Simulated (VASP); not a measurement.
# TiAl (Pmmm) in VASP: notebook

Runs on TiAl. Level: PBEsol. Tasks: single point.

Everything below comes from runs of VASP 6.6.1. Logs are shortened: lines on timing, memory, paths and dates and some standing lists are left out, and cuts for length are marked.

### 1 The cell of the first run

Symmetry: Pmmm, No. 47, orthorhombic system. The conventional cell has a = 2.809 Å, b = 3.156 Å, c = 3.503 Å, α = 90.00°, β = 90.00°, γ = 90.00°. Within 3.6 Å of Ti (site symmetry mmm) lie 8 Al at 2.74 Å and 6 Ti at 2.81 to 3.50 Å. Al (site symmetry mmm) has 8 Ti at 2.74 Å and 6 Al at 2.81 to 3.50 Å within 3.6 Å.

### 2 Single point, PBEsol

Input file INCAR:

```
SYSTEM = TiAl
PREC = Accurate
ENCUT = 500
EDIFF = 1E-6
ISMEAR = 0
SIGMA = 0.15
LREAL = .False.
LASPH = .True.
NELM = 120
ALGO = Normal
ISIF = 2
LWAVE = .False.
LCHARG = .False.
GGA = PS
NBANDS = 14
GGA_COMPAT = .False.
```

Input file KPOINTS:

```
Automatic mesh
0
Gamma
  14 14 14
  0 0 0
```

Input file POSCAR:

```
TiAl
1.0
    2.8089068443      0.0000000000      0.0000000000
    0.0000000000      3.5032433677      0.0000000000
    0.0000000000      0.0000000000      3.1560751060
Ti Al
1 1
Direct
    0.0000000000      0.0000000000      0.0000000000
    0.5000000000      0.5000000000      0.5000000000
```

Potentials or basis: VASP PAW PBE potentials, release 64 (Ti_sv, Al).

Started as:

```sh
cat potpaw_PBE.64/Ti_sv/POTCAR potpaw_PBE.64/Al/POTCAR > POTCAR
mpirun -np 1 vasp_std > vasp.out
```

OUTCAR:

```text
SYSTEM = TiAl
   PREC = Accurate
   ENCUT = 500
   EDIFF = 1E-6
   ISMEAR = 0
   LREAL = .False.
   LASPH = .True.
   NELM = 120
   ISIF = 2
   GGA = PS

 ion  position               nearest neighbor table
   1  0.000  0.000  0.000-   2 2.74   2 2.74   2 2.74   2 2.74   2 2.74   2 2.74   2 2.74   2 2.74

   2  0.500  0.500  0.500-   1 2.74   1 2.74   1 2.74   1 2.74   1 2.74   1 2.74   1 2.74   1 2.74

  LATTYP: Found a simple orthorhombic cell.
 ALAT       =     2.8089068443
 B/A-ratio  =     1.1235955056
 C/A-ratio  =     1.2471910113

  Lattice vectors:

 A1 = (  -2.8089068443,   0.0000000000,   0.0000000000)
 A2 = (   0.0000000000,   0.0000000000,   3.1560751060)
 A3 = (   0.0000000000,   3.5032433677,   0.0000000000)

Analysis of symmetry for initial positions (statically):
=====================================================================
 Subroutine PRICEL returns:
 Original cell was already a primitive cell.

 Routine SETGRP: Setting up the symmetry group for a
 simple orthorhombic supercell.

 Subroutine GETGRP returns: Found  8 space group operations
 (whereof  8 operations were pure point group operations)
 out of a pool of  8 trial point group operations.

The static configuration has the point symmetry D_2h.

Analysis of symmetry for dynamics (positions and initial velocities):
=====================================================================
 Subroutine PRICEL returns:
 Original cell was already a primitive cell.

 Routine SETGRP: Setting up the symmetry group for a
 simple orthorhombic supercell.

 Subroutine GETGRP returns: Found  8 space group operations
 (whereof  8 operations were pure point group operations)
 out of a pool of  8 trial point group operations.

The dynamic configuration has the point symmetry D_2h.

 Subroutine INISYM returns: Found  8 space group operations
 (whereof  8 operations are pure point group operations),
 and found     1 'primitive' translations

----------------------------------------------------------------------------------------

                                     Primitive cell

  volume of cell :      31.0567

  direct lattice vectors                    reciprocal lattice vectors
     2.808906844  0.000000000  0.000000000     0.356010382  0.000000000  0.000000000
     0.000000000  3.503243368  0.000000000     0.000000000  0.285449766  0.000000000
     0.000000000  0.000000000  3.156075106     0.000000000  0.000000000  0.316849240

  length of vectors
     2.808906844  3.503243368  3.156075106     0.356010382  0.285449766  0.316849240

  position of ions in fractional coordinates (direct lattice)
     0.000000000  0.000000000  0.000000000
     0.500000000  0.500000000  0.500000000

  ion indices of the primitive-cell ions
   primitive index   ion index
                 1           1
                 2           2

----------------------------------------------------------------------------------------

 KPOINTS: Automatic mesh

Automatic generation of k-mesh.
 Grid dimensions read from file:
 generate k-points for:   14   14   14

 Generating k-lattice:

  Cartesian coordinates                     Fractional coordinates (reciprocal lattice)
     0.025429313  0.000000000  0.000000000     0.071428571  0.000000000  0.000000000
     0.000000000  0.020389269  0.000000000     0.000000000  0.071428571  0.000000000
     0.000000000  0.000000000  0.022632089     0.000000000  0.000000000  0.071428571

  Length of vectors
     0.025429313  0.020389269  0.022632089

  Shift w.r.t. Gamma in fractional coordinates (k-lattice)
     0.000000000  0.000000000  0.000000000

 Subroutine IBZKPT returns following result:
 ===========================================

 Found    512 irreducible k-points:

 Following reciprocal coordinates:
            Coordinates               Weight
  0.000000  0.000000  0.000000      1.000000
  0.071429  0.000000  0.000000      2.000000
  0.142857  0.000000  0.000000      2.000000
  0.214286  0.000000  0.000000      2.000000
  0.285714  0.000000  0.000000      2.000000
  0.357143  0.000000  0.000000      2.000000
[... 16 lines left out ...]
  0.428571  0.142857  0.000000      4.000000
  0.500000  0.142857  0.000000      2.000000
 [... further k-points ...]
   k-points           NKPTS =    512   k-points in BZ     NKDIM =    512   number of bands    NBANDS=     14
   number of dos      NEDOS =    301   number of ions     NIONS =      2
   total plane-waves  NPLWV =  13440
   dimension x,y,z NGX =    20 NGY =   28 NGZ =   24
   dimension x,y,z NGXF=    40 NGYF=   56 NGZF=   48
   ions per type =               1   1
   NGX,Y,Z   is equivalent  to a cutoff of  11.84, 13.29, 12.64 a.u.
   NGXF,Y,Z  is equivalent  to a cutoff of  23.67, 26.57, 25.28 a.u.
 SYSTEM =  TiAl
   PREC   = accura    normal or accurate (medium, high low for compatibility)
   ISTART =      0    job   : 0-new  1-cont  2-samecut
   ICHARG =      2    charge: 1-file 2-atom 10-const
   ISPIN  =      1    spin polarized calculation?
   LNONCOLLINEAR =      F non collinear calculations
   LSORBIT =      F    spin-orbit coupling
   LASPH  =      T    aspherical Exc in radial PAW
   ENCUT  =  500.0 eV  36.75 Ry    6.06 a.u.   5.12  6.39  5.75*2*pi/ulx,y,z
   NELM   =    120;   NELMIN=  2; NELMDL= -5     # of ELM steps
   EDIFF  = 0.1E-05   stopping-criterion for ELM
   LREAL  =      F    real-space projection
   EDIFFG = 0.1E-04   stopping-criterion for IOM
   NSW    =      0    number of steps for IOM
   IBRION =     -1    ionic relax: 0-MD 1-quasi-New 2-CG
   NFREE  =      0    steps in history (QN), initial steepest desc. (CG)
   ISIF   =      2    stress and relaxation
   ISYM   =      2    0-nonsym 1-usesym 2-fastsym
   POTIM  = 0.5000    time-step for ionic-motion
   TEBEG  =    0.0;   TEEND  =   0.0 temperature during run
   PSTRESS=    0.0 pullay stress
   NELECT =      15.0000    total number of electrons
   NUPDOWN=      -1.0000    fix difference up-down
   EMIN   =  10.00;   EMAX   =-10.00  energy-range for DOS
   EFERMI =   0.00;   METHOD = LEGACY
   ISMEAR =     0;   SIGMA  =   0.15  broadening in eV -4-tet -1-fermi 0-gaus
   EFERMI_NEDOS =   21; number of points for ismear=-14 and -15
   IALGO  =     38    algorithm
   IMIX   =      4    mixing-type and parameters
     AMIX     =   0.40;   BMIX     =  1.00
     AMIX_MAG =   1.60;   BMIX_MAG =  1.00
  volume/ion in A,a.u.               =      15.53       104.79
  Fermi-wavevector in a.u.,A,eV,Ry     =   1.284459  2.427276 22.447368  1.649835
  Thomas-Fermi vector in A             =   2.416651
   LORBIT       =      0    0 simple, 1 ext, 2 COOP (PROOUT), +10 PAW based schemes
   GGA     = PS    functional components
   LHFCALC =     F    Hartree Fock is set to
   AEXX    =    0.0000 exact exchange contribution
   IVDW    =     0    specifies the selected vdW correction
   LEPSILON=     F    determine dielectric tensor
   LRPA    =     F    only Hartree local field effects (RPA)
 non-spin polarized calculation
 Gauss-broadening in eV      SIGMA  =   0.15
  energy-cutoff  :      500.00
  volume of cell :       31.06
 maximum number of plane-waves:       814
   NGX = 11   NGY = 13   NGZ = 11

 number of electron      14.9999991 magnetization

 Free energy of the ion-electron system (eV)
  ---------------------------------------------------
  ext. energy  EPLUGINS =         0.00000000
  ---------------------------------------------------
  free energy    TOTEN  =       -13.05532816 eV

  energy without entropy =      -13.03061739  energy(sigma->0) =      -13.04297277

 E-fermi :   8.8792     XC(G=0): -11.3291

 val. band max:        8.8747705380   @ k =   0.2143   0.2143   0.2143
 cond. band min:       8.8797648201   @ k =   0.3571   0.0000   0.5000
 fundamental gap:      0.0049942821
 Fermi energy:         8.8792139233

 k-point     1 :       0.0000    0.0000    0.0000
  band No.  band energies     occupation
      1     -47.5617      2.00000
      2     -23.9732      2.00000
      3     -23.8909      2.00000
      4     -23.6061      2.00000
      5      -0.4097      2.00000
      6       7.2029      2.00000
      7       7.6628      2.00000
      8      10.3595      0.00000
      9      10.9241      0.00000
     10      11.2078      0.00000
     11      11.5431      0.00000
     12      13.4560      0.00000
     13      16.9682      0.00000
     14      17.1822      0.00000

 k-point     2 :       0.0714    0.0000    0.0000
  band No.  band energies     occupation
      1     -47.5586      2.00000
      2     -23.9703      2.00000
      3     -23.8883      2.00000
      4     -23.6323      2.00000
      5      -0.3059      2.00000
      6       7.2661      2.00000
      7       7.7125      2.00000
      8      10.3823      0.00000
      9      10.3837      0.00000
     10      11.3060      0.00000
     11      11.7759      0.00000
     12      13.7223      0.00000
     13      15.9939      0.00000
     14      17.2704      0.00000

 k-point     3 :       0.1429    0.0000    0.0000
  band No.  band energies     occupation
      1     -47.5498      2.00000
      2     -23.9622      2.00000
      3     -23.8810      2.00000
      4     -23.7053      2.00000
      5       0.0020      2.00000
      6       7.4440      2.00000
      7       7.8121      2.00000
      8       9.7640      0.00000
      9      10.4471      0.00000
     10      10.8134      0.00000
     11      12.4905      0.00000
     12      14.3151      0.00000
     13      14.5988      0.00000
     14      17.1920      0.00000

 k-point     4 :       0.2143    0.0000    0.0000
  band No.  band energies     occupation
      1     -47.5371      2.00000
      2     -23.9504      2.00000
      3     -23.8704      2.00000
      4     -23.8095      2.00000
      5       0.5043      2.00000
      6       7.6660      2.00000
      7       7.8273      2.00000
      8       9.2027      0.00229
      9      10.2890      0.00000
     10      10.5429      0.00000
     11      13.2452      0.00000
     12      13.4598      0.00000
     13      15.0448      0.00000
     14      16.9544      0.00000

 k-point     5 :       0.2857    0.0000    0.0000
  band No.  band energies     occupation
      1     -47.5230      2.00000
      2     -23.9373      2.00000
      3     -23.9238      2.00000
      4     -23.8585      2.00000
      5       1.1871      2.00000
      6       7.3097      2.00000
      7       8.0768      2.00000
      8       8.7298      1.84110
      9       9.8243      0.00000
     10      10.6525      0.00000
     11      12.9180      0.00000
[... 276 lines left out ...]
 k-point    22 :       0.3571    0.1429    0.0000
  band No.  band energies     occupation
      1     -47.5094      2.00000
      2     -24.0234      2.00000
      3     -23.9379      2.00000
      4     -23.8468      2.00000
      5       2.2372      2.00000
      6       6.4833      2.00000
      7       7.8364      2.00000
      8       8.7905      1.59733
      9       9.5118      0.00000
     10      10.5492      0.00000
     11      12.7470      0.00000
     12      14.0542      0.00000
     13      16.6720      0.00000
     14      17.1184      0.00000

 k-point    23 :       0.4286    0.1429    0.0000
  band No.  band energies     occupation
      1     -47.5005      2.00000
      2     -24.0928      2.00000
      3     -23.9293      2.00000
      4     -23.8394      2.00000
      5       3.1949      2.00000
      6       5.3892      2.00000
      7       7.9635      2.00000
      8       8.7610      1.73477
      9       9.2915      0.00010
     10      10.6327      0.00000
     11      12.9431      0.00000
     12      14.6906      0.00000
     13      16.0858      0.00000
     14      18.0461      0.00000

 k-point    24 :       0.5000    0.1429    0.0000
  band No.  band energies     occupation
      1     -47.4973      2.00000
      2     -24.1174      2.00000
      3     -23.9263      2.00000
      4     -23.8368      2.00000
      5       4.1879      2.00000
      6       4.3379      2.00000
      7       7.9880      2.00000
      8       8.7733      1.68201
      9       9.2155      0.00152
     10      10.6639      0.00000
     11      13.0370      0.00000
     12      15.2133      0.00000
     13      15.6131      0.00000
     14      18.3461      0.00000

 [... further k-points ...]

------------------------ aborting loop because EDIFF is reached ----------------------------------------

  FORCE on cell =-STRESS in cart. coord.  units (eV):
  Direction    XX          YY          ZZ          XY          YZ          ZX
  --------------------------------------------------------------------------------------
  -------------------------------------------------------------------------------------
  Total        0.6919879      1.3820849     -0.7402461      0.0000000      0.0000000     -0.0000000
  in kB       35.6988427     71.3001299    -38.1884251      0.0000000      0.0000000     -0.0000000
  external PRESSURE =      22.9368492 kB  Pullay stress =       0.0000000 kB

 VOLUME and BASIS-vectors are now :
 -----------------------------------------------------------------------------
  energy-cutoff  :      500.00
  volume of cell :       31.06
      direct lattice vectors                 reciprocal lattice vectors
     2.808906844  0.000000000  0.000000000     0.356010382  0.000000000  0.000000000
     0.000000000  3.503243368  0.000000000     0.000000000  0.285449766  0.000000000
     0.000000000  0.000000000  3.156075106     0.000000000  0.000000000  0.316849240

 POSITION                                       TOTAL-FORCE (eV/Angst)
 -----------------------------------------------------------------------------------
      0.00000      0.00000      0.00000         0.000000      0.000000      0.000000
      1.40445      1.75162      1.57804         0.000000      0.000000      0.000000
 -----------------------------------------------------------------------------------
    total drift:                               -0.000000      0.000000      0.000000

  FREE ENERGIE OF THE ION-ELECTRON SYSTEM (eV)
  ---------------------------------------------------
  free  energy   TOTEN  =       -13.0553281598 eV

  energy  without entropy=      -13.0306173876  energy(sigma->0) =      -13.04297277
```

Wall time 1.9 min (1 thread of Intel Xeon Platinum 8259CL at 2.50GHz (Skylake/Cascade Lake), shared host); peak memory 0.32 GiB.

Results:

| Quantity | Value |
| --- | --- |
| Free energy | -13.0553 eV |
| Pressure | 2.3 GPa |
| Band gap on the k mesh | zero (an odd number of electrons rules out a gap without spin polarisation) |

Levels at points of the mesh, in eV from the Fermi level:
```csv
k point,band 4,band 5,band 6,band 7,band 8,band 9,band 10,band 11,band 12,band 13
"(0.00, 0.00, 0.00)",-32.49,-9.29,-1.68,-1.22,1.48,2.04,2.33,2.66,4.58,8.09
"(0.50, 0.00, 0.00)",-32.72,-4.81,-4.69,-0.81,-0.12,0.28,1.97,4.51,6.62,7.39
"(0.00, 0.50, 0.00)",-32.48,-6.88,-5.34,-0.73,0.17,1.63,2.02,2.74,6.69,9.26
"(0.50, 0.50, 0.00)",-32.71,-4.73,-2.43,-1.22,-1.11,0.58,1.11,2.53,5.05,5.94
"(0.00, 0.00, 0.50)",-32.47,-6.00,-5.17,-0.98,-0.61,1.62,2.51,3.25,5.89,7.15
"(0.50, 0.00, 0.50)",-32.78,-4.21,-1.72,-1.05,-0.92,-0.07,0.30,3.40,5.28,6.24
"(0.00, 0.50, 0.50)",-32.47,-5.63,-2.74,-2.21,-1.60,1.79,1.94,2.29,4.15,4.69
"(0.50, 0.50, 0.50)",-32.84,-2.96,-2.95,-2.91,1.26,2.61,2.81,3.25,3.57,3.87
```

Caveat: the PAW data sets were made with another functional, which shifts forces and pressure a little.

(Continued in part 2 of 2.)
